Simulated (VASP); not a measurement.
# TiSi2 in VASP: single point with PBEsol

Aim: the single point of TiSi2 with PBEsol.

Everything below comes from runs of VASP 6.6.1. Logs are shortened: lines on timing, memory, paths and dates and some standing lists are left out, and cuts for length are marked.

### 1 The cell of the first run

The typed cell holds 6 atoms: a = 6.902 Å, b = 6.902 Å, c = 3.556 Å, α = 90.00°, β = 90.00°, γ = 150.48°.

### 2 Single point, PBEsol

Contents of INCAR:

```
SYSTEM = TiSi2
ALGO     = Normal         ! electronic algorithm
EDIFF    = 1E-6           ! SCF threshold, eV
ENCUT    = 500            ! plane-wave cutoff, eV
GGA      = PS             ! functional
GGA_COMPAT= .False.      
ISIF     = 2              ! what is computed and relaxed
ISMEAR   = 0              ! smearing method
LASPH    = .True.         ! aspherical terms in the spheres
LCHARG   = .False.        ! write CHGCAR
LREAL    = .False.        ! projectors in reciprocal space
LWAVE    = .False.        ! write WAVECAR
NBANDS   = 29             ! bands
NELM     = 120            ! most SCF steps
PREC     = Accurate       ! precision mode
SIGMA    = 0.15           ! smearing width, eV
```

Contents of KPOINTS:

```
k-points
0
Gamma
  10 10 10
  0 0 0
```

Contents of POSCAR:

```
TiSi2
1.0
    1.7585248039     -6.6741239124      0.0000000000
    1.7585248039      6.6741239124      0.0000000000
    0.0000000000      0.0000000000      3.5556151851
Ti Si
2 4
Direct
    0.8975355281      0.1025045882      0.7499639060
    0.1024721070      0.8974817739      0.2500437539
    0.5599702246      0.4399609407      0.7500263842
    0.4400034101      0.5600611768      0.2499778845
    0.2496996054      0.7503382914      0.7499938584
    0.7503191247      0.2496532292      0.2499942132
```

Potentials or basis: VASP PAW PBE potentials, release 64 (Ti_sv, Si).

Launch:

```sh
> cat potpaw_PBE.64/Ti_sv/POTCAR potpaw_PBE.64/Si/POTCAR > POTCAR
> mpirun -np 1 vasp_std > vasp.out
```

OUTCAR:

```text
SYSTEM = TiSi2
   EDIFF = 1E-6
   ENCUT = 500
   GGA = PS
   ISIF = 2
   ISMEAR = 0
   LASPH = .True.
   LREAL = .False.
   NELM = 120
   PREC = Accurate

 ion  position               nearest neighbor table
   1  0.898  0.103  0.750-   4 2.56   4 2.56   4 2.56   4 2.56   5 2.64   5 2.64   6 2.65   6 2.65
                             3 2.79   3 2.79
   2  0.102  0.897  0.250-   3 2.56   3 2.56   3 2.56   3 2.56   6 2.64   6 2.64   5 2.65   5 2.65
                             4 2.79   4 2.79
   3  0.560  0.440  0.750-   4 2.39   4 2.39   2 2.56   2 2.56   2 2.56   2 2.56   1 2.79   1 2.79
                             5 3.08   5 3.08   6 3.10   6 3.10
   4  0.440  0.560  0.250-   3 2.39   3 2.39   1 2.56   1 2.56   1 2.56   1 2.56   2 2.79   2 2.79
                             6 3.08   6 3.08   5 3.10   5 3.10
   5  0.250  0.750  0.750-   6 2.50   6 2.50   6 2.50   6 2.50   1 2.64   1 2.64   2 2.65   2 2.65
                             3 3.08   3 3.08   4 3.10   4 3.10
   6  0.750  0.250  0.250-   5 2.50   5 2.50   5 2.50   5 2.50   2 2.64   2 2.64   1 2.65   1 2.65
                             4 3.08   4 3.08   3 3.10   3 3.10

  LATTYP: Found a base centered orthorhombic cell.
 ALAT       =     3.5170496078
 B/A-ratio  =     3.7952969998
 C/A-ratio  =     1.0109653208

  Lattice vectors:

 A1 = (   1.7585248039,  -6.6741239124,   0.0000000000)
 A2 = (   1.7585248039,   6.6741239124,   0.0000000000)
 A3 = (   0.0000000000,   0.0000000000,   3.5556151851)

Analysis of symmetry for initial positions (statically):
=====================================================================
 Subroutine PRICEL returns:
 Original cell was already a primitive cell.

 Routine SETGRP: Setting up the symmetry group for a
 base centered orthorhombic supercell.

 Subroutine GETGRP returns: Found  1 space group operations
 (whereof  1 operations were pure point group operations)
 out of a pool of  8 trial point group operations.

The static configuration has the point symmetry C_1 .

Analysis of symmetry for dynamics (positions and initial velocities):
=====================================================================
 Subroutine PRICEL returns:
 Original cell was already a primitive cell.

 Routine SETGRP: Setting up the symmetry group for a
 base centered orthorhombic supercell.

 Subroutine GETGRP returns: Found  1 space group operations
 (whereof  1 operations were pure point group operations)
 out of a pool of  8 trial point group operations.

The dynamic configuration has the point symmetry C_1 .

 Subroutine INISYM returns: Found  1 space group operations
 (whereof  1 operations are pure point group operations),
 and found     1 'primitive' translations

----------------------------------------------------------------------------------------

                                     Primitive cell

  volume of cell :      83.4618

  direct lattice vectors                    reciprocal lattice vectors
     1.758524804 -6.674123912  0.000000000     0.284329228 -0.074916200  0.000000000
     1.758524804  6.674123912  0.000000000     0.284329228  0.074916200  0.000000000
     0.000000000  0.000000000  3.555615185     0.000000000  0.000000000  0.281245283

  length of vectors
     6.901908394  6.901908394  3.555615185     0.294033241  0.294033241  0.281245283

  position of ions in fractional coordinates (direct lattice)
     0.897535528  0.102504588  0.749963906
     0.102472107  0.897481774  0.250043754
     0.559970225  0.439960941  0.750026384
     0.440003410  0.560061177  0.249977884
     0.249699605  0.750338291  0.749993858
     0.750319125  0.249653229  0.249994213

  ion indices of the primitive-cell ions
   primitive index   ion index
                 1           1
                 2           2
                 3           3
                 4           4
                 5           5
                 6           6

----------------------------------------------------------------------------------------

 KPOINTS: k-points

Automatic generation of k-mesh.
 Grid dimensions read from file:
 generate k-points for:   10   10   10

 Generating k-lattice:

  Cartesian coordinates                     Fractional coordinates (reciprocal lattice)
     0.028432923 -0.007491620  0.000000000     0.100000000  0.000000000  0.000000000
     0.028432923  0.007491620  0.000000000     0.000000000  0.100000000  0.000000000
     0.000000000  0.000000000  0.028124528     0.000000000  0.000000000  0.100000000

  Length of vectors
     0.029403324  0.029403324  0.028124528

  Shift w.r.t. Gamma in fractional coordinates (k-lattice)
     0.000000000  0.000000000  0.000000000

 Subroutine IBZKPT returns following result:
 ===========================================

 Found    504 irreducible k-points:

 Following reciprocal coordinates:
            Coordinates               Weight
  0.000000  0.000000  0.000000      1.000000
  0.100000 -0.000000  0.000000      2.000000
 -0.000000  0.100000  0.000000      2.000000
  0.200000 -0.000000  0.000000      2.000000
 -0.000000  0.200000  0.000000      2.000000
  0.300000  0.000000  0.000000      2.000000
[... 16 lines left out ...]
 -0.300000  0.100000  0.000000      2.000000
  0.100000 -0.300000  0.000000      2.000000
 [... further k-points ...]
   k-points           NKPTS =    504   k-points in BZ     NKDIM =    504   number of bands    NBANDS=     29
   number of dos      NEDOS =    301   number of ions     NIONS =      6
   total plane-waves  NPLWV =  70000
   dimension x,y,z NGX =    50 NGY =   50 NGZ =   28
   dimension x,y,z NGXF=   100 NGYF=  100 NGZF=   56
   ions per type =               2   4
   NGX,Y,Z   is equivalent  to a cutoff of  12.04, 12.04, 13.09 a.u.
   NGXF,Y,Z  is equivalent  to a cutoff of  24.09, 24.09, 26.18 a.u.
 SYSTEM =  TiSi2
   PREC   = accura    normal or accurate (medium, high low for compatibility)
   ISTART =      0    job   : 0-new  1-cont  2-samecut
   ICHARG =      2    charge: 1-file 2-atom 10-const
   ISPIN  =      1    spin polarized calculation?
   LNONCOLLINEAR =      F non collinear calculations
   LSORBIT =      F    spin-orbit coupling
   LASPH  =      T    aspherical Exc in radial PAW
   ENCUT  =  500.0 eV  36.75 Ry    6.06 a.u.  12.58 12.58  6.48*2*pi/ulx,y,z
   NELM   =    120;   NELMIN=  2; NELMDL= -5     # of ELM steps
   EDIFF  = 0.1E-05   stopping-criterion for ELM
   LREAL  =      F    real-space projection
[... 7 lines left out ...]
   TEBEG  =    0.0;   TEEND  =   0.0 temperature during run
   PSTRESS=    0.0 pullay stress
   NELECT =      40.0000    total number of electrons
   NUPDOWN=      -1.0000    fix difference up-down
   EMIN   =  10.00;   EMAX   =-10.00  energy-range for DOS
   EFERMI =   0.00;   METHOD = LEGACY
   ISMEAR =     0;   SIGMA  =   0.15  broadening in eV -4-tet -1-fermi 0-gaus
   EFERMI_NEDOS =   21; number of points for ismear=-14 and -15
   IALGO  =     38    algorithm
   IMIX   =      4    mixing-type and parameters
     AMIX     =   0.40;   BMIX     =  1.00
     AMIX_MAG =   1.60;   BMIX_MAG =  1.00
  volume/ion in A,a.u.               =      13.91        93.87
  Fermi-wavevector in a.u.,A,eV,Ry     =   1.281147  2.421017 22.331757  1.641338
  Thomas-Fermi vector in A             =   2.413534
   LORBIT       =      0    0 simple, 1 ext, 2 COOP (PROOUT), +10 PAW based schemes
   GGA     = PS    functional components
   LHFCALC =     F    Hartree Fock is set to
   AEXX    =    0.0000 exact exchange contribution
   IVDW    =     0    specifies the selected vdW correction
   LEPSILON=     F    determine dielectric tensor
   LRPA    =     F    only Hartree local field effects (RPA)
 non-spin polarized calculation
 Gauss-broadening in eV      SIGMA  =   0.15
  energy-cutoff  :      500.00
  volume of cell :       83.46
 maximum number of plane-waves:      2166
   NGX = 25   NGY = 25   NGZ = 13

 number of electron      40.0000009 magnetization

 Free energy of the ion-electron system (eV)
  ---------------------------------------------------
  ext. energy  EPLUGINS =         0.00000000
  ---------------------------------------------------
  free energy    TOTEN  =       -43.70066533 eV

  energy without entropy =      -43.68312264  energy(sigma->0) =      -43.69189398

 E-fermi :  10.7154     XC(G=0): -11.8197

 val. band max:       10.7072260966   @ k =  -0.0000   0.4000   0.0000
 cond. band min:      10.7258225693   @ k =   0.5000   0.5000   0.4000
 fundamental gap:      0.0185964728
 Fermi energy:        10.7153674346

 k-point     1 :       0.0000    0.0000    0.0000
  band No.  band energies     occupation
      1     -45.8005      2.00000
      2     -45.7890      2.00000
      3     -22.2646      2.00000
      4     -22.2264      2.00000
      5     -22.2250      2.00000
      6     -22.2096      2.00000
[... 21 lines left out ...]
     28      13.7683      0.00000
     29      13.9388      0.00000

 k-point     2 :       0.1000   -0.0000    0.0000
  band No.  band energies     occupation
      1     -45.8000      2.00000
      2     -45.7886      2.00000
      3     -22.2631      2.00000
      4     -22.2329      2.00000
      5     -22.2256      2.00000
      6     -22.2167      2.00000
[... 21 lines left out ...]
     28      13.8528      0.00000
     29      13.8976      0.00000

 k-point     3 :      -0.0000    0.1000    0.0000
  band No.  band energies     occupation
      1     -45.8000      2.00000
      2     -45.7886      2.00000
      3     -22.2631      2.00000
      4     -22.2329      2.00000
      5     -22.2256      2.00000
      6     -22.2167      2.00000
[... 638 lines left out ...]
      5     -22.2353      2.00000
      6     -22.2235      2.00000
[... 21 lines left out ...]
     28      13.7697      0.00000
     29      14.6793      0.00000

 k-point    24 :       0.1000   -0.3000    0.0000
  band No.  band energies     occupation
      1     -45.7988      2.00000
      2     -45.7875      2.00000
      3     -22.2589      2.00000
      4     -22.2531      2.00000
      5     -22.2353      2.00000
      6     -22.2235      2.00000
[... 21 lines left out ...]
     28      13.7701      0.00000
     29      14.6794      0.00000

 [... further k-points ...]

------------------------ aborting loop because EDIFF is reached ----------------------------------------

  FORCE on cell =-STRESS in cart. coord.  units (eV):
  Direction    XX          YY          ZZ          XY          YZ          ZX
  --------------------------------------------------------------------------------------
  -------------------------------------------------------------------------------------
  Total        0.0538397      0.0171803      0.0758332      0.0001514      0.0000648      0.0000030
  in kB        1.0335363      0.3298031      1.4557352      0.0029072      0.0012441      0.0000575
  external PRESSURE =       0.9396915 kB  Pullay stress =       0.0000000 kB

 VOLUME and BASIS-vectors are now :
 -----------------------------------------------------------------------------
  energy-cutoff  :      500.00
  volume of cell :       83.46
      direct lattice vectors                 reciprocal lattice vectors
     1.758524804 -6.674123912  0.000000000     0.284329228 -0.074916200  0.000000000
     1.758524804  6.674123912  0.000000000     0.284329228  0.074916200  0.000000000
     0.000000000  0.000000000  3.555615185     0.000000000  0.000000000  0.281245283

 POSITION                                       TOTAL-FORCE (eV/Angst)
 -----------------------------------------------------------------------------------
      1.75860     -5.30614      2.66658        -0.000182     -0.003180      0.001126
      1.75844      5.30599      0.88906         0.000308      0.003838     -0.001458
      1.75840     -0.80096      2.66681         0.000651     -0.000011     -0.000623
      1.75864      0.80128      0.88883        -0.000682     -0.002004      0.000725
      1.75859      3.34132      2.66669        -0.000703      0.001086      0.000264
      1.75848     -3.34151      0.88888         0.000607      0.000271     -0.000033
 -----------------------------------------------------------------------------------
    total drift:                                0.000002     -0.000021     -0.000010

  FREE ENERGIE OF THE ION-ELECTRON SYSTEM (eV)
  ---------------------------------------------------
  free  energy   TOTEN  =       -43.7006653254 eV

  energy  without entropy=      -43.6831226353  energy(sigma->0) =      -43.69189398
```

Wall time 11 min (1 thread of Intel Xeon 6975P-C (Granite Rapids), shared host); peak memory 0.96 GiB.

Results:

```
Free energy            : -43.7007 eV
Pressure               : 0.1 GPa
Largest force          : 0.004 eV/Å
Band gap on the k mesh : zero (bands 20 and 21 overlap by 1.01 eV)
```

Forces on the atoms (eV/Å):
```
Ti   0.000 -0.003  0.001
Ti   0.000  0.004 -0.001
Si   0.001  0.000 -0.001
Si  -0.001 -0.002  0.001
Si  -0.001  0.001  0.000
Si   0.001  0.000  0.000
```

Levels at points of the mesh, in eV from the Fermi level:
| k point | band 16 | band 17 | band 18 | band 19 | band 20 | band 21 | band 22 | band 23 | band 24 | band 25 |
| --- | --- | --- | --- | --- | --- | --- | --- | --- | --- | --- |
| (0.00, 0.00, 0.00) | -2.52 | -2.20 | -2.04 | -2.02 | 0.44 | 0.82 | 0.82 | 0.89 | 1.32 | 1.36 |
| (0.50, 0.00, 0.00) | -2.53 | -1.76 | -1.37 | -0.66 | -0.59 | -0.57 | 1.23 | 1.51 | 1.66 | 1.84 |
| (0.00, 0.50, 0.00) | -2.53 | -1.76 | -1.37 | -0.66 | -0.59 | -0.57 | 1.22 | 1.51 | 1.66 | 1.84 |
| (0.50, 0.50, 0.00) | -2.62 | -2.55 | -1.91 | -1.18 | 0.36 | 0.64 | 0.69 | 0.92 | 1.24 | 2.20 |
| (0.00, 0.00, 0.50) | -2.37 | -1.66 | -1.66 | -0.03 | -0.03 | 1.02 | 1.02 | 1.53 | 1.53 | 1.64 |
| (0.50, 0.00, 0.50) | -4.09 | -3.17 | -3.17 | -2.51 | -2.51 | 1.78 | 1.78 | 1.90 | 1.90 | 2.54 |
| (0.00, 0.50, 0.50) | -4.09 | -3.17 | -3.17 | -2.51 | -2.51 | 1.78 | 1.78 | 1.90 | 1.90 | 2.54 |
| (0.50, 0.50, 0.50) | -3.41 | -2.11 | -2.11 | -0.90 | -0.90 | 0.54 | 0.55 | 1.67 | 1.67 | 2.48 |

Caveat: the PAW data sets were made with another functional, which shifts forces and pressure a little.
